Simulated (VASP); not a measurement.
Write the native input for VASP 6.6.1 that does the following.

```yaml
Task: single point
Functional: PBE
Potentials_or_basis: VASP PAW PBE potentials, release 64 (Hg)
Cutoff: 520 eV
k_mesh: 18 × 10 × 18
Occupations: gaussian, width 0.1 eV
Spin: no spin polarisation
Dipole_correction: no
Further_INCAR_settings: ALGO = Normal; EDIFF = 1e-07; NBANDS = 19
```

The structure of Hg lies in POSCAR:

```
Hg
1.0
    3.5982056935      0.0000000000     -0.0042543000
    0.0000000000      5.5750984798      0.0000000000
   -1.7957071768      0.0000000000      3.1249328808
Hg
2
Direct
    0.6662323240      0.2500000000      0.8324751037
    0.3337676760      0.7500000000      0.1675248963
```

One way to write it, as run:

INCAR

```
PREC     = Accurate       # precision mode
ENCUT    = 520            # plane-wave cutoff, eV
EDIFF    = 1E-7           # SCF threshold, eV
ISMEAR   = 0              # smearing method
SIGMA    = 0.1            # smearing width, eV
LREAL    = False          # projectors in reciprocal space
LASPH    = True           # aspherical terms in the spheres
NELM     = 100            # most SCF steps
ALGO     = Normal         # electronic algorithm
ISIF     = 2              # what is computed and relaxed
LWAVE    = False          # write WAVECAR
LCHARG   = True           # write CHGCAR
GGA      = PE             # functional
LELF     = True           # ELF
LVHAR    = True         
NBANDS   = 19             # bands
```

KPOINTS

```
Automatic mesh
0
Gamma
  18 10 18
```

Potentials or basis: VASP PAW PBE potentials, release 64 (Hg).

The run is started by

```console
$ cat potpaw_PBE.64/Hg/POTCAR > POTCAR
$ mpirun -np 1 vasp_std > vasp.out
```

Results of the run:

```json
{
  "Pressure": "0.0 GPa",
  "Band gap on the k mesh": "0.30 eV, indirect (least direct gap 1.28 eV)"
}
```

Caveat: spin-orbit coupling is left out, which moves the levels of the heavy elements.

Run time: 24 min on 1 thread of AMD EPYC 7R13, with other jobs on the host, peak memory 0.91 GiB.
